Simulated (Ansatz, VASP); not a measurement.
# GaN in VASP and in Ansatz

File INCAR:

```
SYSTEM = GaN
PREC     = Accurate       ! precision mode
ENCUT    = 520            ! plane-wave cutoff, eV
EDIFF    = 1E-6           ! SCF threshold, eV
ISMEAR   = 0              ! smearing method
SIGMA    = 0.01           ! smearing width, eV
LREAL    = .FALSE.        ! projectors in reciprocal space
LASPH    = .TRUE.         ! aspherical terms in the spheres
NELM     = 150            ! most SCF steps
ALGO     = Normal         ! electronic algorithm
ISIF     = 2              ! what is computed and relaxed
LWAVE    = .FALSE.        ! write WAVECAR
LCHARG   = .FALSE.        ! write CHGCAR
LNONCOLLINEAR= .TRUE.         ! non-collinear magnetism
MAGMOM   = 0 0 0 0 0 0    ! initial moments
LORBIT   = 11             ! projections on sites
LSORBIT  = .TRUE.         ! spin-orbit coupling
GGA_COMPAT= .FALSE.      
LORBMOM  = .TRUE.       
GGA      = CA             ! functional
NBANDS   = 30             ! bands
```

The input KPOINTS:

```
Automatic mesh
0
G
  10 10 10
  0 0 0
```

File POSCAR:

```
GaN
1.0
    0.0000000000      2.2277045316      2.2277045316
    2.2277045316      0.0000000000      2.2277045316
    2.2277045316      2.2277045316      0.0000000000
Ga N
1 1
Direct
    0.0022444628      0.0022444628      0.0022444628
    0.2500000000      0.2500000000      0.2500000000
```

Input for Ansatz:

```yaml
crystal:
  lattice:
    - [0.0, 2.22770453164, 2.22770453164]
    - [2.22770453164, 0.0, 2.22770453164]
    - [2.22770453164, 2.22770453164, 0.0]
  atoms:
    - { symbol: Ga, position: [0.002244462822, 0.002244462822, 0.002244462822] }
    - { symbol: "N", position: [0.25, 0.25, 0.25] }
kpoints:
  mp_grid: { grid: [10, 10, 10] }
scf:
  occupations: { method: fixed }
  convergence: { dr2_threshold: 1.0e-10 }
hamiltonian:
  xc: lda
  pseudopotentials: { kind: all_electron, lapw: { basis_error: 0.0005 } }
magnetization:
  noncollinear: true
  spin_orbit: true
output:
  forces: true
  stress: true
  eigenstates:
    kpoints:
      - [0.0, 0.0, 0.0]
      - [0.5, 0.5, 0.0]
      - [0.5, 0.0, 0.5]
      - [0.0, 0.5, 0.5]
      - [0.0, 0.5, 0.0]
      - [0.5, 0.0, 0.0]
      - [0.0, 0.0, 0.5]
      - [0.5, 0.5, 0.5]
  eigenvalues: true
```

Change from the starting cell: atom 1 moved by [0.01, 0.01, 0.01] A.

Alike in both runs: task single point; functional LDA; k mesh 10 × 10 × 10; non-collinear spin, spin-orbit coupling.

|  | VASP | Ansatz |
| --- | --- | --- |
| version | VASP 6.6.1 | Ansatz 0.2.0 |
| potentials or method | VASP PAW LDA potentials, release 64 (Ga_d, N), cutoff 520 eV | all-electron LAPW |
| occupations | gaussian, width 0.01 eV | fixed |

VASP gave:

| Item | Value |
| --- | --- |
| pressure (GPa) | 1.1 |
| traceless stress, the component that is largest in VASP (GPa) | 0.71 |
| rms of the force components (eV/Å) | 0.140 |
| net moment per atom (μB) | 0.00 |

Problem. Estimate Ansatz's values.

Solution. Pressure (GPa): 0.2; traceless stress, the component that is largest in VASP (GPa): 0.69; rms of the force components (eV/Å): 0.138; net moment per atom (μB): 0.00.

LDA's correlation is that of Perdew and Zunger in VASP and of Perdew and Wang (1992) in Ansatz. Atom by atom the forces differ by 0.002 eV/Å (rms over components). Ansatz ran all-electron here, and VASP with PAW potentials.
